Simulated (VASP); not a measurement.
PbSe:

```
CELL_PARAMETERS angstrom
0.00000 3.06969 3.06969
3.06969 0.00000 3.06969
3.06969 3.06969 0.00000
ATOMIC_POSITIONS crystal
Pb 0.00000 0.00000 0.00000
Se 0.50000 0.50000 0.50000
```

Base run:

```yaml
Program: VASP 6.6.1
Functional: PBEsol
Potentials_or_basis: VASP PAW PBE potentials, release 64 (Pb_d, Se)
Cutoff: 520 eV
k_mesh: 6 × 6 × 6
Occupations: gaussian, width 0.01 eV
Spin: no spin polarisation
```

Its results: band gap on the k mesh 0.23 eV; pressure -1.0 GPa.

The run is repeated on the same cell with these changes: functional from PBEsol to PBE-based screened hybrid with 100 % exact exchange; k mesh from 6 × 6 × 6 to 4 × 4 × 4. What comes out?

Band gap on the k mesh 1.76 eV; pressure -1.7 GPa.

Several settings changed at once.

Caveats: some runs use coarse meshes; the PAW data sets were made with another functional, which shifts forces and pressure a little; spin-orbit coupling is left out, which moves the levels of the heavy elements.

A k mesh can miss the band edges.
